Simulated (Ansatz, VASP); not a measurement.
# NaF in VASP and in Ansatz

```xyz
2
Lattice="0.0000 2.3930 2.2536 2.3930 0.0000 2.2536 2.3930 2.3930 0.0000" Properties=species:S:1:pos:R:3 pbc="T T T"
Na    0.0000    0.0000    0.0000
F     2.3930    2.3930    2.2536
```

Change from the starting cell: strain +0.030 along x and y, -0.030 along z, atoms carried along.

Alike in both runs: task single point; functional r2SCAN; k mesh 8 × 8 × 8; occupations gaussian, width 0.05 eV; no spin polarisation.

|  | VASP | Ansatz |
| --- | --- | --- |
| version | VASP 6.6.1 | Ansatz 0.2.0 |
| potentials or method | VASP PAW PBE potentials, release 64 (Na_pv, F), cutoff 520 eV | scalar-relativistic, plane waves, PAW |
| valence electrons in the cell | 14 | 16 |

|  | VASP | Ansatz | Ansatz less VASP |
| --- | --- | --- | --- |
| gap on the k mesh at the Fermi level (eV) | 6.96 | 6.92 | -0.033 |
| least direct gap on the mesh (eV) | 6.96 | 6.92 | -0.033 |
| pressure (GPa) | -3.1 | -2.5 | +0.60 |
| traceless stress, the component that is largest in VASP (GPa) | 3.14 | 3.10 | -0.046 |

VASP's potentials were made for PBE, not for r2SCAN. VASP's potentials hold 14 valence electrons a cell and Ansatz's 16, so a difference there can come from the potentials and not from the codes.
